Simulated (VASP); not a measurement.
# B4Ru (Cmmm) in VASP: further runs

The runs below take B4Ru through single point, relaxation of cell and atoms, with PBE.

Everything below comes from runs of VASP 6.6.1. Logs are shortened: lines on timing, memory, paths and dates and some standing lists are left out, and cuts for length are marked.

## 1. The cell of the first run

The structure is orthorhombic, space group Cmmm (No. 65). The conventional cell has a = 4.741 Å, b = 6.422 Å, c = 2.831 Å, α = 90.00°, β = 90.00°, γ = 90.00°. Within 2.5 Å of B (site symmetry m2m) lie 5 B at 1.89 to 1.95 Å and 1 Ru at 2.24 Å. B (site symmetry 2mm) has 5 B at 1.58 to 1.89 Å within 2.1 Å. Within 2.8 Å of Ru (site symmetry mmm) lie 10 B at 2.12 to 2.56 Å.

## 2. Single point, PBE

Contents of INCAR:

```
PREC = Accurate
ENCUT = 520
EDIFF = 1E-7
ISMEAR = 0
SIGMA = 0.1
LREAL = False
LASPH = True
NELM = 100
ALGO = Normal
ISIF = 2
LWAVE = False
LCHARG = True
GGA = PE
LELF = True
LVHAR = True
NBANDS = 21
```

Contents of KPOINTS:

```
Automatic mesh
0
Gamma
  10 10 14
```

Contents of POSCAR:

```
B4Ru
1.0
    2.3707227908     -3.2112076799      0.0000000000
    2.3707227908      3.2112076799      0.0000000000
    0.0000000000      0.0000000000      2.8307621219
B Ru
4 1
Direct
    0.8484608934      0.1515391066      0.5000000000
    0.1667998494      0.1667998494      0.0000000000
    0.8332001506      0.8332001506      0.0000000000
    0.1515391066      0.8484608934      0.5000000000
    0.5000000000      0.5000000000      0.5000000000
```

Potentials or basis: VASP PAW PBE potentials, release 64 (B, Ru_pv).

Run with:

```console
cat potpaw_PBE.64/B/POTCAR potpaw_PBE.64/Ru_pv/POTCAR > POTCAR
mpirun -np 1 vasp_std > vasp.out
```

OUTCAR:

```text
PREC = Accurate
   ENCUT = 520
   EDIFF = 1E-7
   ISMEAR = 0
   LREAL = False
   LASPH = True
   NELM = 100
   ISIF = 2
   GGA = PE

 ion  position               nearest neighbor table
   1  0.848  0.152  0.500-   2 1.89   3 1.89   2 1.89   3 1.89   4 1.95   5 2.24   5 2.56   5 2.56

   2  0.167  0.167  0.000-   3 1.58   1 1.89   4 1.89   1 1.89   4 1.89   5 2.12   5 2.12
   3  0.833  0.833  0.000-   2 1.58   1 1.89   4 1.89   1 1.89   4 1.89   5 2.12   5 2.12
   4  0.152  0.848  0.500-   2 1.89   3 1.89   2 1.89   3 1.89   1 1.95   5 2.24   5 2.56   5 2.56

   5  0.500  0.500  0.500-   2 2.12   3 2.12   2 2.12   3 2.12   1 2.24   4 2.24   4 2.56   1 2.56
                             4 2.56   1 2.56

  LATTYP: Found a base centered orthorhombic cell.
 ALAT       =     4.7414455816
 B/A-ratio  =     1.3545268525
 C/A-ratio  =     0.5970251210

  Lattice vectors:

 A1 = (   2.3707227908,  -3.2112076799,   0.0000000000)
 A2 = (   2.3707227908,   3.2112076799,   0.0000000000)
 A3 = (   0.0000000000,   0.0000000000,   2.8307621219)

Analysis of symmetry for initial positions (statically):
=====================================================================
 Subroutine PRICEL returns:
 Original cell was already a primitive cell.

 Routine SETGRP: Setting up the symmetry group for a
 base centered orthorhombic supercell.

 Subroutine GETGRP returns: Found  8 space group operations
 (whereof  8 operations were pure point group operations)
 out of a pool of  8 trial point group operations.

The static configuration has the point symmetry D_2h.

Analysis of symmetry for dynamics (positions and initial velocities):
=====================================================================
 Subroutine PRICEL returns:
 Original cell was already a primitive cell.

 Routine SETGRP: Setting up the symmetry group for a
 base centered orthorhombic supercell.

 Subroutine GETGRP returns: Found  8 space group operations
 (whereof  8 operations were pure point group operations)
 out of a pool of  8 trial point group operations.

The dynamic configuration has the point symmetry D_2h.

 Subroutine INISYM returns: Found  8 space group operations
 (whereof  8 operations are pure point group operations),
 and found     1 'primitive' translations

----------------------------------------------------------------------------------------

                                     Primitive cell

  volume of cell :      43.1005

  direct lattice vectors                    reciprocal lattice vectors
     2.370722791 -3.211207680  0.000000000     0.210906143 -0.155704660  0.000000000
     2.370722791  3.211207680  0.000000000     0.210906143  0.155704660  0.000000000
     0.000000000  0.000000000  2.830762122     0.000000000  0.000000000  0.353261757

  length of vectors
     3.991513662  3.991513662  2.830762122     0.262155187  0.262155187  0.353261757

  position of ions in fractional coordinates (direct lattice)
     0.848460893  0.151539107  0.500000000
     0.166799849  0.166799849  0.000000000
     0.833200151  0.833200151  0.000000000
     0.151539107  0.848460893  0.500000000
     0.500000000  0.500000000  0.500000000

  ion indices of the primitive-cell ions
   primitive index   ion index
                 1           1
                 2           2
                 3           3
                 4           4
                 5           5

----------------------------------------------------------------------------------------

 KPOINTS: Automatic mesh

Automatic generation of k-mesh.
 Grid dimensions read from file:
 generate k-points for:   10   10   14

 Generating k-lattice:

  Cartesian coordinates                     Fractional coordinates (reciprocal lattice)
     0.021090614 -0.015570466  0.000000000     0.100000000  0.000000000  0.000000000
     0.021090614  0.015570466  0.000000000     0.000000000  0.100000000  0.000000000
     0.000000000  0.000000000  0.025232983     0.000000000  0.000000000  0.071428571

  Length of vectors
     0.026215519  0.026215519  0.025232983

  Shift w.r.t. Gamma in fractional coordinates (k-lattice)
     0.000000000  0.000000000  0.000000000

 Subroutine IBZKPT returns following result:
 ===========================================

 Found    248 irreducible k-points:

 Following reciprocal coordinates:
            Coordinates               Weight
  0.000000  0.000000  0.000000      1.000000
  0.100000 -0.000000  0.000000      4.000000
  0.200000 -0.000000  0.000000      4.000000
  0.300000  0.000000  0.000000      4.000000
  0.400000  0.000000  0.000000      4.000000
  0.500000 -0.000000  0.000000      2.000000
[... 16 lines left out ...]
  0.300000  0.300000  0.000000      2.000000
  0.400000  0.300000  0.000000      4.000000
 [... further k-points ...]
   k-points           NKPTS =    248   k-points in BZ     NKDIM =    248   number of bands    NBANDS=     21
   number of dos      NEDOS =    301   number of ions     NIONS =      5
   total plane-waves  NPLWV =  21600
   dimension x,y,z NGX =    30 NGY =   30 NGZ =   24
   dimension x,y,z NGXF=    60 NGYF=   60 NGZF=   48
   ions per type =               4   1
   NGX,Y,Z   is equivalent  to a cutoff of  12.49, 12.49, 14.09 a.u.
   NGXF,Y,Z  is equivalent  to a cutoff of  24.99, 24.99, 28.19 a.u.
 SYSTEM =  unknown system
   PREC   = accura    normal or accurate (medium, high low for compatibility)
   ISTART =      0    job   : 0-new  1-cont  2-samecut
   ICHARG =      2    charge: 1-file 2-atom 10-const
   ISPIN  =      1    spin polarized calculation?
   LNONCOLLINEAR =      F non collinear calculations
   LSORBIT =      F    spin-orbit coupling
   LASPH  =      T    aspherical Exc in radial PAW
   ENCUT  =  520.0 eV  38.22 Ry    6.18 a.u.   7.42  7.42  5.26*2*pi/ulx,y,z
   NELM   =    100;   NELMIN=  2; NELMDL= -5     # of ELM steps
   EDIFF  = 0.1E-06   stopping-criterion for ELM
   LREAL  =      F    real-space projection
   EDIFFG = 0.1E-05   stopping-criterion for IOM
   NSW    =      0    number of steps for IOM
   IBRION =     -1    ionic relax: 0-MD 1-quasi-New 2-CG
   NFREE  =      0    steps in history (QN), initial steepest desc. (CG)
   ISIF   =      2    stress and relaxation
   ISYM   =      2    0-nonsym 1-usesym 2-fastsym
   POTIM  = 0.5000    time-step for ionic-motion
   TEBEG  =    0.0;   TEEND  =   0.0 temperature during run
   PSTRESS=    0.0 pullay stress
   NELECT =      26.0000    total number of electrons
   NUPDOWN=      -1.0000    fix difference up-down
   EMIN   =  10.00;   EMAX   =-10.00  energy-range for DOS
   EFERMI =   0.00;   METHOD = LEGACY
   ISMEAR =     0;   SIGMA  =   0.10  broadening in eV -4-tet -1-fermi 0-gaus
   EFERMI_NEDOS =   21; number of points for ismear=-14 and -15
   IALGO  =     38    algorithm
   IMIX   =      4    mixing-type and parameters
     AMIX     =   0.40;   BMIX     =  1.00
     AMIX_MAG =   1.60;   BMIX_MAG =  1.00
  volume/ion in A,a.u.               =       8.62        58.17
  Fermi-wavevector in a.u.,A,eV,Ry     =   1.383264  2.613990 26.033653  1.913420
  Thomas-Fermi vector in A             =   2.507878
   LORBIT       =      0    0 simple, 1 ext, 2 COOP (PROOUT), +10 PAW based schemes
   GGA     = PE    functional components
   LHFCALC =     F    Hartree Fock is set to
   AEXX    =    0.0000 exact exchange contribution
   IVDW    =     0    specifies the selected vdW correction
   LEPSILON=     F    determine dielectric tensor
   LRPA    =     F    only Hartree local field effects (RPA)
 non-spin polarized calculation
 Gauss-broadening in eV      SIGMA  =   0.10
  energy-cutoff  :      520.00
  volume of cell :       43.10
 maximum number of plane-waves:      1182
 NGX is ok and might be reduce to    30
   NGX = 15   NGY = 15   NGZ = 11

 number of electron      26.0000003 magnetization

 Free energy of the ion-electron system (eV)
  ---------------------------------------------------
  ext. energy  EPLUGINS =         0.00000000
  ---------------------------------------------------
  free energy    TOTEN  =       -33.51987548 eV

  energy without entropy =      -33.51033151  energy(sigma->0) =      -33.51510350

 E-fermi :   8.4061     XC(G=0): -12.4414

 val. band max:        8.4060438338   @ k =  -0.1000   0.1000   0.5000
 cond. band min:       8.4074031297   @ k =   0.0000   0.0000   0.5000
 fundamental gap:      0.0013592959
 Fermi energy:         8.4061035340

 k-point     1 :       0.0000    0.0000    0.0000
  band No.  band energies     occupation
      1     -34.6901      2.00000
      2     -34.2302      2.00000
      3     -34.1201      2.00000
      4      -7.3457      2.00000
      5       1.5385      2.00000
      6       2.3072      2.00000
[... 13 lines left out ...]
     20      17.0384      0.00000
     21      18.6247      0.00000

 k-point     2 :       0.1000   -0.0000    0.0000
  band No.  band energies     occupation
      1     -34.6904      2.00000
      2     -34.2301      2.00000
      3     -34.1206      2.00000
      4      -7.2899      2.00000
      5       0.9727      2.00000
      6       1.9503      2.00000
[... 13 lines left out ...]
     20      16.5905      0.00000
     21      18.4472      0.00000

 k-point     3 :       0.2000   -0.0000    0.0000
  band No.  band energies     occupation
      1     -34.6915      2.00000
      2     -34.2300      2.00000
      3     -34.1220      2.00000
      4      -7.1349      2.00000
      5       0.0060      2.00000
      6       1.5766      2.00000
[... 13 lines left out ...]
     20      15.7281      0.00000
     21      18.0714      0.00000
[... 457 lines left out ...]
 k-point    23 :       0.3000    0.3000    0.0000
  band No.  band energies     occupation
      1     -34.6948      2.00000
      2     -34.2296      2.00000
      3     -34.1272      2.00000
      4      -6.5877      2.00000
      5      -0.8541      2.00000
      6      -0.4843      2.00000
[... 13 lines left out ...]
     20      14.2808      0.00000
     21      17.6420      0.00000

 k-point    24 :       0.4000    0.3000    0.0000
  band No.  band energies     occupation
      1     -34.6951      2.00000
      2     -34.2295      2.00000
      3     -34.1286      2.00000
      4      -6.5851      2.00000
      5      -0.9232      2.00000
      6      -0.3303      2.00000
[... 13 lines left out ...]
     20      14.1814      0.00000
     21      17.7023      0.00000

 [... further k-points ...]
[... 5 lines left out ...]
  --------------------------------------------------------------------------------------
  -------------------------------------------------------------------------------------
  Total        0.0297607     -0.0275608     -0.0142581     -0.0000000      0.0000000      0.0000000
  in kB        1.1062963     -1.0245193     -0.5300173     -0.0000000      0.0000000      0.0000000
  external PRESSURE =      -0.1494134 kB  Pullay stress =       0.0000000 kB

 VOLUME and BASIS-vectors are now :
 -----------------------------------------------------------------------------
  energy-cutoff  :      520.00
  volume of cell :       43.10
      direct lattice vectors                 reciprocal lattice vectors
     2.370722791 -3.211207680  0.000000000     0.210906143 -0.155704660  0.000000000
     2.370722791  3.211207680  0.000000000     0.210906143  0.155704660  0.000000000
     0.000000000  0.000000000  2.830762122     0.000000000  0.000000000  0.353261757

 POSITION                                       TOTAL-FORCE (eV/Angst)
 -----------------------------------------------------------------------------------
      2.37072     -2.23796      1.41538        -0.000000      0.001775      0.000000
      0.79087      0.00000      0.00000         0.025837      0.000000      0.000000
      3.95057      0.00000      0.00000        -0.025837      0.000000     -0.000000
      2.37072      2.23796      1.41538        -0.000000     -0.001775     -0.000000
      2.37072      0.00000      1.41538        -0.000000     -0.000000      0.000000
 -----------------------------------------------------------------------------------
    total drift:                                0.000000      0.000000      0.000000

  FREE ENERGIE OF THE ION-ELECTRON SYSTEM (eV)
  ---------------------------------------------------
  free  energy   TOTEN  =       -33.5198754823 eV

  energy  without entropy=      -33.5103315103  energy(sigma->0) =      -33.51510350
```

It took 4.7 min on 1 thread of Intel Xeon 6975P-C, shared host; peak memory 0.31 GiB.

What came out:

* Free energy: -33.5199 eV
* Pressure: 0.0 GPa
* Largest force: 0.026 eV/Å
* Band gap on the k mesh: zero (band 13 reaches 8.96 eV, above the bottom of band 14 at 7.74 eV)

Forces on the atoms (eV/Å):
```
B    0.000  0.002  0.000
B    0.026  0.000  0.000
B   -0.026  0.000  0.000
B    0.000 -0.002  0.000
Ru   0.000  0.000  0.000
```

Stress tensor (GPa, compression positive):
```
 0.11  0.00  0.00
 0.00 -0.10  0.00
 0.00  0.00 -0.05
```

(Part 1 of 2 ends here.)
